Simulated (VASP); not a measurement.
A run of VASP 6.6.1 is set up as follows.

The input INCAR:

```
ALGO = Normal ; EDIFF = 1E-6
ENCUT = 520 ; GGA = PE
ISIF = 2 ; ISMEAR = 0
LASPH = T ; LCHARG = F
LREAL = F ; LWAVE = F
NBANDS = 20 ; NELM = 80
PREC = Accurate ; SIGMA = 0.1
```

Contents of KPOINTS:

```
k-points
0
Gamma
  6 6 6
```

The input POSCAR:

```
Mg7Se
1.0
    6.2459623108      0.0000000000      0.0000000000
   -3.1229811554      5.4091620322      0.0000000000
    0.0000000000      0.0000000000      5.3012059048
Mg Se
7 1
Direct
    0.5013884714      0.0027769429      0.0000000000
    0.6662847959      0.8331423980      0.5000000000
    0.6666666667      0.3333333333      0.5000000000
    0.1668576020      0.8331423980      0.5000000000
    0.9972230571      0.4986115286      0.0000000000
    0.5013884714      0.4986115286      0.0000000000
    0.1668576020      0.3337152041      0.5000000000
    0.0000000000      0.0000000000      0.0000000000
```

Potentials or basis: VASP PAW PBE potentials, release 64 (Mg, Se).

Launch:

```console
$ cat potpaw_PBE.64/Mg/POTCAR potpaw_PBE.64/Se/POTCAR > POTCAR
$ mpirun -np 1 vasp_std > vasp.out
```

Task: What does it give for the pressure?

Result: -0.1 GPa.

Task: Predict the band gap on the k mesh.

Result: Zero (bands 10 and 11 overlap by 0.98 eV).
